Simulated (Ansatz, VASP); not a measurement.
# GeMo in VASP and in Ansatz

Contents of INCAR:

```
SYSTEM = GeMo
  PREC = Accurate
  ENCUT = 600
  EDIFF = 1E-6
  ISMEAR = 0
  SIGMA = 0.1
  LREAL = .False.
  LASPH = .True.
  NELM = 100
  ALGO = Normal
  ISIF = 3
  LWAVE = .False.
  LCHARG = .False.
  GGA = PE
  IBRION = 2
  NSW = 100
  EDIFFG = -0.01
  LUSENCCL = .False.
```

Contents of KPOINTS:

```
regular mesh
0
Gamma
  18 18 18
  0 0 0
```

File POSCAR:

```
GeMo
1.0
    3.1025564200      0.0000000000      0.0000000000
    0.0000000000      3.1025564200      0.0000000000
    0.0000000000      0.0000000000      3.1677809130
Ge Mo
1 1
Direct
    0.5000000000      0.5000000000      0.0000000000
    0.0000000000      0.0000000000      0.5000000000
```

Input for Ansatz:

```yaml
crystal:
  lattice:
    - [3.10255642, 0.0, 0.0]
    - [0.0, 3.10255642, 0.0]
    - [0.0, 0.0, 3.167780913]
  atoms:
    - { symbol: Ge, position: [0.5, 0.5, 0.0] }
    - { symbol: Mo, position: [0.0, 0.0, 0.5] }
basis:
  ecutwfc: 420
kpoints:
  mp_grid: { grid: [18, 18, 18] }
hamiltonian:
  xc: pbe
scf:
  occupations: { method: gaussian, width: 0.1 }
output:
  forces: true
  stress: true
  eigenvalues: true
relax:
  adjacent_minimum: "off"
  f_tol: 0.01
  max_steps: 80
  cell: { stress_tol: 0.05 }
```

Alike in both runs: task relaxation of cell and atoms; functional PBE; k mesh 18 × 18 × 18; occupations gaussian, width 0.1 eV; no spin polarisation.

|  | VASP | Ansatz |
| --- | --- | --- |
| version | VASP 6.6.1 | Ansatz 0.2.0 |
| potentials or method | VASP PAW PBE potentials, release 64 (Ge_d, Mo_sv), cutoff 600 eV | scalar-relativistic, plane waves, PAW |
| valence electrons in the cell | 28 | 28 |

Ansatz gave:

```
gap on the k mesh at the Fermi level, each at its own relaxed structure (eV)  : none
relaxed volume (Å³/atom)                                                      : 15.28
relaxed length of the cell vector where the two differ most in proportion (Å) : 3.126
```

Question: Estimate VASP's values.

Answer: gap on the k mesh at the Fermi level, each at its own relaxed structure (eV): none; relaxed volume (Å³/atom): 15.30; relaxed length of the cell vector where the two differ most in proportion (Å): 3.130.

A gap of «none» marks a metal or a gap that the smearing closes.
